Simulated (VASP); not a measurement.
# SnSe2 (P-3m1) in VASP: a series of runs

The runs below take SnSe2 through relaxation of shape and atoms at fixed volume, with PBEsol.

All numbers are computed with VASP 6.6.1; they aren't measurements. Logs are shortened: lines on timing, memory, paths and dates and some standing lists are left out, and cuts for length are marked.

### 1 The cell of the first run

The structure is trigonal, space group P-3m1 (No. 164). The conventional cell has a = 3.768 Å, b = 3.768 Å, c = 5.938 Å, α = 90.00°, β = 90.00°, γ = 120.00°. Within 3.5 Å of Sn (site symmetry -3m) lie 6 Se at 2.68 Å. Within 3.6 Å of Se (site symmetry 3m) lie 3 Sn at 2.68 Å and 3 Se at 3.54 Å.

### 2 Relaxation of shape and atoms at fixed volume, PBEsol (24.34 Å³/atom)

File INCAR:

```
PREC = Accurate
ENCUT = 600
EDIFF = 1E-6
ISMEAR = 0
SIGMA = 0.02
LREAL = False
LASPH = True
NELM = 80
ALGO = Normal
ISIF = 4
LWAVE = False
LCHARG = False
GGA = PS
IBRION = 2
NSW = 50
EDIFFG = -0.01
```

File KPOINTS:

```
regular mesh
0
Gamma
  12 12 6
```

File POSCAR:

```
SnSe2
1.0
    3.7677789666      0.0000000000      0.0000000000
   -1.8838894833      3.2629923009      0.0000000000
    0.0000000000      0.0000000000      5.9382689117
Sn Se
1 2
Direct
    0.0000000000      0.0000000000      0.0000000000
    0.3333333333      0.6666666667      0.2646121560
    0.6666666667      0.3333333333      0.7353878440
```

Potentials or basis: VASP PAW PBE potentials, release 64 (Sn_d, Se).

The run is started by

```sh
> cat potpaw_PBE.64/Sn_d/POTCAR potpaw_PBE.64/Se/POTCAR > POTCAR
> mpirun -np 1 vasp_std > vasp.out
```

OUTCAR:

```text
PREC = Accurate
   ENCUT = 600
   EDIFF = 1E-6
   ISMEAR = 0
   LREAL = False
   LASPH = True
   NELM = 80
   ISIF = 4
   GGA = PS
   IBRION = 2
   NSW = 50
   EDIFFG = -0.01

 ion  position               nearest neighbor table
   1  0.000  0.000  0.000-   2 2.68   3 2.68   2 2.68   3 2.68   3 2.68   2 2.68
   2  0.333  0.667  0.265-   1 2.68   1 2.68   1 2.68
   3  0.667  0.333  0.735-   1 2.68   1 2.68   1 2.68

  LATTYP: Found a hexagonal cell.
 ALAT       =     3.7677789666
 C/A-ratio  =     1.5760661558

  Lattice vectors:

 A1 = (   3.7677789666,   0.0000000000,   0.0000000000)
 A2 = (  -1.8838894833,   3.2629923009,   0.0000000000)
 A3 = (   0.0000000000,   0.0000000000,   5.9382689117)

Analysis of symmetry for initial positions (statically):
=====================================================================
 Subroutine PRICEL returns:
 Original cell was already a primitive cell.

 Routine SETGRP: Setting up the symmetry group for a
 hexagonal supercell.

 Subroutine GETGRP returns: Found 12 space group operations
 (whereof 12 operations were pure point group operations)
 out of a pool of 24 trial point group operations.

The static configuration has the point symmetry D_3d.

Analysis of symmetry for dynamics (positions and initial velocities):
=====================================================================
 Subroutine PRICEL returns:
 Original cell was already a primitive cell.

 Routine SETGRP: Setting up the symmetry group for a
 hexagonal supercell.

 Subroutine GETGRP returns: Found 12 space group operations
 (whereof 12 operations were pure point group operations)
 out of a pool of 24 trial point group operations.

The dynamic configuration has the point symmetry D_3d.

 Subroutine INISYM returns: Found 12 space group operations
 (whereof 12 operations are pure point group operations),
 and found     1 'primitive' translations

----------------------------------------------------------------------------------------

                                     Primitive cell

  volume of cell :      73.0065

  direct lattice vectors                    reciprocal lattice vectors
     3.767778967  0.000000000  0.000000000     0.265408350  0.153233583  0.000000000
    -1.883889483  3.262992301  0.000000000     0.000000000  0.306467165  0.000000000
     0.000000000  0.000000000  5.938268912     0.000000000  0.000000000  0.168399245

[... 88 lines left out ...]
   NSW    =     50    number of steps for IOM
   IBRION =      2    ionic relax: 0-MD 1-quasi-New 2-CG
   NFREE  =      1    steps in history (QN), initial steepest desc. (CG)
   ISIF   =      4    stress and relaxation
   ISYM   =      2    0-nonsym 1-usesym 2-fastsym
   POTIM  = 0.5000    time-step for ionic-motion
   TEBEG  =    0.0;   TEEND  =   0.0 temperature during run
   PSTRESS=    0.0 pullay stress
   NELECT =      26.0000    total number of electrons
   NUPDOWN=      -1.0000    fix difference up-down
   EMIN   =  10.00;   EMAX   =-10.00  energy-range for DOS
   EFERMI =   0.00;   METHOD = LEGACY
   ISMEAR =     0;   SIGMA  =   0.02  broadening in eV -4-tet -1-fermi 0-gaus
   EFERMI_NEDOS =   21; number of points for ismear=-14 and -15
   IALGO  =     38    algorithm
   IMIX   =      4    mixing-type and parameters
     AMIX     =   0.40;   BMIX     =  1.00
     AMIX_MAG =   1.60;   BMIX_MAG =  1.00
  volume/ion in A,a.u.               =      24.34       164.22
  Fermi-wavevector in a.u.,A,eV,Ry     =   1.160412  2.192861 18.321003  1.346556
  Thomas-Fermi vector in A             =   2.296995
   LORBIT       =      0    0 simple, 1 ext, 2 COOP (PROOUT), +10 PAW based schemes
   GGA     = PS    functional components
   LHFCALC =     F    Hartree Fock is set to
   AEXX    =    0.0000 exact exchange contribution
   IVDW    =     0    specifies the selected vdW correction
   LEPSILON=     F    determine dielectric tensor
   LRPA    =     F    only Hartree local field effects (RPA)
 conjugate gradient relaxation of ions
 non-spin polarized calculation
 Gauss-broadening in eV      SIGMA  =   0.02
  energy-cutoff  :      600.00
  volume of cell :       73.01
 maximum number of plane-waves:      2466
   NGX = 15   NGY = 15   NGZ = 23

--------------------------------------- Ionic step        1  -------------------------------------------

 number of electron      25.9999998 magnetization

 Free energy of the ion-electron system (eV)
  ---------------------------------------------------
  ext. energy  EPLUGINS =         0.00000000
  ---------------------------------------------------
  free energy    TOTEN  =       -12.94919740 eV

  energy without entropy =      -12.94919740  energy(sigma->0) =      -12.94919740

------------------------ aborting loop because EDIFF is reached ----------------------------------------

  FORCE on cell =-STRESS in cart. coord.  units (eV):
  Direction    XX          YY          ZZ          XY          YZ          ZX
  --------------------------------------------------------------------------------------
  -------------------------------------------------------------------------------------
  Total        1.5117046      1.5117046      1.4960636      0.0000000      0.0000000     -0.0000000
  in kB       33.1754013     33.1754013     32.8321501      0.0000000      0.0000000     -0.0000000
  external PRESSURE =      33.0609842 kB  Pullay stress =       0.0000000 kB
[... 135 lines left out ...]
--------------------------------------- Ionic step        5  -------------------------------------------

 number of electron      25.9999993 magnetization

 Free energy of the ion-electron system (eV)
  ---------------------------------------------------
  ext. energy  EPLUGINS =         0.00000000
  ---------------------------------------------------
  free energy    TOTEN  =       -12.96110415 eV

  energy without entropy =      -12.96110415  energy(sigma->0) =      -12.96110415

 E-fermi :   5.0746     XC(G=0):  -9.9994

 val. band max:        5.0072307161   @ k =   0.0833   0.0833   0.0000
 cond. band min:       5.1420343106   @ k =   0.0000   0.4167   0.3333
 fundamental gap:      0.1348035945
 Fermi energy:         5.0746332236

 k-point     1 :       0.0000    0.0000    0.0000
  band No.  band energies     occupation
      1     -16.4660      2.00000
      2     -16.4660      2.00000
      3     -16.4273      2.00000
      4     -16.4134      2.00000
      5     -16.4134      2.00000
      6      -9.3751      2.00000
[... 457 lines left out ...]
      4     -16.4168      2.00000
      5     -16.4118      2.00000
      6      -9.0297      2.00000
[... 9 lines left out ...]
     16       9.6416      0.00000
     17       9.9617      0.00000

 [... further k-points ...]
[... 5 lines left out ...]
  --------------------------------------------------------------------------------------
  -------------------------------------------------------------------------------------
  Total        0.8351750      0.8351750      0.8127589     -0.0000000     -0.0000000      0.0000000
  in kB       18.3284920     18.3284920     17.8365551     -0.0000000     -0.0000000      0.0000000
  external PRESSURE =      18.1645130 kB  Pullay stress =       0.0000000 kB
[... 18 lines left out ...]
  FREE ENERGIE OF THE ION-ELECTRON SYSTEM (eV)
  ---------------------------------------------------
  free  energy   TOTEN  =       -12.9611041511 eV

  energy  without entropy=      -12.9611041493  energy(sigma->0) =      -12.96110415

 reached required accuracy - stopping structural energy minimisation
```

It took 9.1 min on 1 thread of Intel Xeon Platinum 8259CL at 2.50GHz (Skylake/Cascade Lake), shared host; peak memory 0.31 GiB.

What came out:

```
Free energy               : -12.9611 eV
Energy gained by relaxing : 4.0 meV/atom
Ionic steps               : 5
Pressure after relaxing   : 1.8 GPa
Band gap on the k mesh    : 0.13 eV (least direct gap 0.75 eV)
```

Step by step:
| step | energy change (eV) | largest force (eV/Å) | pressure (GPa) | volume (Å³) |
| --- | --- | --- | --- | --- |
| 1 | 0.0000 | 0.2867 | 3.31 | 73.01 |
| 2 | -0.0060 | 0.1446 | 2.78 | 73.01 |
| 3 | -0.0081 | 0.0071 | 2.21 | 73.01 |
| 4 | -0.0106 | 0.0031 | 2.03 | 73.01 |
| 5 | -0.0119 | 0.0015 | 1.82 | 73.01 |

Final structure:
```yaml
crystal:
  lattice:
    - [3.79728, 0.00000, 0.00000]
    - [-1.89864, 3.28854, 0.00000]
    - [0.00000, 0.00000, 5.84636]
  atoms:
    - { symbol: Sn, position: [0.00000, 0.00000, 0.00000] }
    - { symbol: Se, position: [0.33333, 0.66667, 0.27162] }
    - { symbol: Se, position: [0.66667, 0.33333, 0.72838] }
```

Levels at points of the mesh, in eV from the valence-band top:
```
           k point  band 9  band 10  band 11  band 12  band 13  band 14  band 15  band 16  band 17
(0.00, 0.00, 0.00)   -0.87    -0.87    -0.76    -0.76    -0.16     0.59     2.73     4.38     4.38
(0.50, 0.00, 0.00)   -4.66    -3.68    -2.97    -2.11    -0.48     1.07     3.26     4.57     4.62
(0.00, 0.00, 0.50)   -2.86    -1.09    -1.09    -0.41    -0.41     2.47     2.58     3.89     3.89
(0.50, 0.00, 0.50)   -5.51    -2.59    -2.24    -1.39    -1.29     0.52     3.59     4.31     5.50
```

Caveat: the PAW data sets were made with another functional, which shifts forces and pressure a little; spin-orbit coupling is left out, which moves the levels of the heavy elements. A k mesh can miss the band edges.

### 3 Relaxation of shape and atoms at fixed volume, PBEsol (25.11 Å³/atom)

This run uses another cell than the first one, of 25.11 Å³/atom.

File INCAR:

```
PREC = Accurate
ENCUT = 600
EDIFF = 1E-6
ISMEAR = 0
SIGMA = 0.02
LREAL = F
LASPH = T
NELM = 80
ALGO = Normal
ISIF = 4
LWAVE = F
LCHARG = F
GGA = PS
IBRION = 2
NSW = 50
EDIFFG = -0.01
```

File KPOINTS:

```
Automatic mesh
0
Gamma
  12 12 6
```

File POSCAR:

```
SnSe2
1.0
    3.7804889366      0.0000000000      0.0000000000
   -1.8902444683      3.2739994578      0.0000000000
    0.0000000000      0.0000000000      6.0866542568
Sn Se
1 2
Direct
    0.0000000000      0.0000000000      0.0000000000
    0.3333333333      0.6666666667      0.2580319695
    0.6666666667      0.3333333333      0.7419680305
```

Potentials or basis: VASP PAW PBE potentials, release 64 (Sn_d, Se).

The run is started by

```sh
> cat potpaw_PBE.64/Sn_d/POTCAR potpaw_PBE.64/Se/POTCAR > POTCAR
> mpirun -np 1 vasp_std > vasp.out
```

OUTCAR:

```text
PREC = Accurate
   ENCUT = 600
   EDIFF = 1E-6
   ISMEAR = 0
   LREAL = F
   LASPH = T
   NELM = 80
   ISIF = 4
   GGA = PS
   IBRION = 2
   NSW = 50
   EDIFFG = -0.01

 ion  position               nearest neighbor table
   1  0.000  0.000  0.000-   2 2.69   3 2.69   2 2.69   3 2.69   3 2.69   2 2.69
   2  0.333  0.667  0.258-   1 2.69   1 2.69   1 2.69
   3  0.667  0.333  0.742-   1 2.69   1 2.69   1 2.69

  LATTYP: Found a hexagonal cell.
 ALAT       =     3.7804889366
 C/A-ratio  =     1.6100177408

  Lattice vectors:

 A1 = (   3.7804889366,   0.0000000000,   0.0000000000)
 A2 = (  -1.8902444683,   3.2739994578,   0.0000000000)
 A3 = (   0.0000000000,   0.0000000000,   6.0866542568)

Analysis of symmetry for initial positions (statically):
=====================================================================
 Subroutine PRICEL returns:
 Original cell was already a primitive cell.

 Routine SETGRP: Setting up the symmetry group for a
 hexagonal supercell.

 Subroutine GETGRP returns: Found 12 space group operations
 (whereof 12 operations were pure point group operations)
 out of a pool of 24 trial point group operations.

The static configuration has the point symmetry D_3d.
[... 167 lines left out ...]

  FORCE on cell =-STRESS in cart. coord.  units (eV):
  Direction    XX          YY          ZZ          XY          YZ          ZX
  --------------------------------------------------------------------------------------
  -------------------------------------------------------------------------------------
  Total        1.0827750      1.0827750      1.0934655     -0.0000000      0.0000000      0.0000000
  in kB       23.0273302     23.0273302     23.2546840     -0.0000000      0.0000000      0.0000000
  external PRESSURE =      23.1031148 kB  Pullay stress =       0.0000000 kB
[... 135 lines left out ...]
--------------------------------------- Ionic step        5  -------------------------------------------

 number of electron      25.9999997 magnetization

 Free energy of the ion-electron system (eV)
  ---------------------------------------------------
  ext. energy  EPLUGINS =         0.00000000
  ---------------------------------------------------
  free energy    TOTEN  =       -12.97895899 eV

  energy without entropy =      -12.97895899  energy(sigma->0) =      -12.97895899

 E-fermi :   4.6696     XC(G=0):  -9.8285

 val. band max:        4.5247937862   @ k =   0.0833   0.0833   0.0000
 cond. band min:       4.8234177998   @ k =   0.0000   0.4167   0.3333
 fundamental gap:      0.2986240136
 Fermi energy:         4.6696425078

 k-point     1 :       0.0000    0.0000    0.0000
  band No.  band energies     occupation
      1     -16.8081      2.00000
      2     -16.8081      2.00000
      3     -16.7703      2.00000
      4     -16.7573      2.00000
      5     -16.7573      2.00000
      6      -9.5953      2.00000
[... 457 lines left out ...]
      4     -16.7605      2.00000
      5     -16.7559      2.00000
      6      -9.2674      2.00000
[... 9 lines left out ...]
     16       9.2486      0.00000
     17       9.5505      0.00000

 [... further k-points ...]
[... 5 lines left out ...]
  --------------------------------------------------------------------------------------
  -------------------------------------------------------------------------------------
  Total        0.3508307      0.3508307      0.3466096      0.0000000      0.0000000     -0.0000000
  in kB        7.4611020      7.4611020      7.3713323      0.0000000      0.0000000     -0.0000000
  external PRESSURE =       7.4311788 kB  Pullay stress =       0.0000000 kB
[... 18 lines left out ...]
  FREE ENERGIE OF THE ION-ELECTRON SYSTEM (eV)
  ---------------------------------------------------
  free  energy   TOTEN  =       -12.9789589864 eV

  energy  without entropy=      -12.9789589864  energy(sigma->0) =      -12.97895899

 reached required accuracy - stopping structural energy minimisation
```

OSZICAR:

```text
N       E                     dE             d eps       ncg     rms          rms(c)
DAV:   1     0.205527032991E+03    0.20553E+03   -0.13526E+04  3401   0.192E+03
DAV:   2     0.956451872692E+01   -0.19596E+03   -0.19281E+03  3641   0.422E+02
DAV:   3    -0.125251249445E+02   -0.22090E+02   -0.21326E+02  4340   0.126E+02
DAV:   4    -0.132201370289E+02   -0.69501E+00   -0.69417E+00  4166   0.231E+01
[... 37 lines left out ...]
DAV:   3    -0.129794663698E+02    0.49673E-02   -0.94955E-03  4300   0.910E-01    0.171E-01
DAV:   4    -0.129789772592E+02    0.48911E-03   -0.16149E-03  4138   0.496E-01    0.508E-02
DAV:   5    -0.129789582277E+02    0.19032E-04   -0.23261E-04  5230   0.157E-01    0.199E-02
DAV:   6    -0.129789588620E+02   -0.63433E-06   -0.32251E-05  3631   0.574E-02    0.595E-03
DAV:   7    -0.129789589864E+02   -0.12432E-06   -0.24115E-06  3572   0.215E-02
   5 F= -.12978959E+02 E0= -.12978959E+02  d E =-.404086E-02
```

It took 11 min on 1 thread of Intel Xeon Platinum 8259CL at 2.50GHz (Skylake/Cascade Lake), shared host; peak memory 0.32 GiB.

Results:

- Free energy: -12.9790 eV
- Energy gained by relaxing: 4.0 meV/atom
- Ionic steps: 5
- Pressure after relaxing: 0.7 GPa
- Band gap on the k mesh: 0.30 eV (least direct gap 0.84 eV)

The path:
```
step  energy change (eV)  largest force (eV/Å)  pressure (GPa)  volume (Å³)
   1              0.0000                0.2858            2.31        75.34
   2             -0.0059                0.1444            1.78        75.34
   3             -0.0079                0.0024            1.24        75.34
   4             -0.0105                0.0004            1.03        75.34
   5             -0.0120                0.0015            0.74        75.34
```

Final structure:
```cif
data_structure
_symmetry_space_group_name_H-M 'P 1'
_symmetry_Int_Tables_number 1
_cell_length_a 3.8110
_cell_length_b 3.8110
_cell_length_c 5.9897
_cell_angle_alpha 90.000
_cell_angle_beta 90.000
_cell_angle_gamma 120.000
_cell_volume 75.34
loop_
_atom_site_label
_atom_site_type_symbol
_atom_site_fract_x
_atom_site_fract_y
_atom_site_fract_z
_atom_site_occupancy
Sn1 Sn 0.00000 0.00000 0.00000 1
Se1 Se 0.33333 0.66667 0.26512 1
Se2 Se 0.66667 0.33333 0.73488 1
```

Caveat: the PAW data sets were made with another functional, which shifts forces and pressure a little; spin-orbit coupling is left out, which moves the levels of the heavy elements.
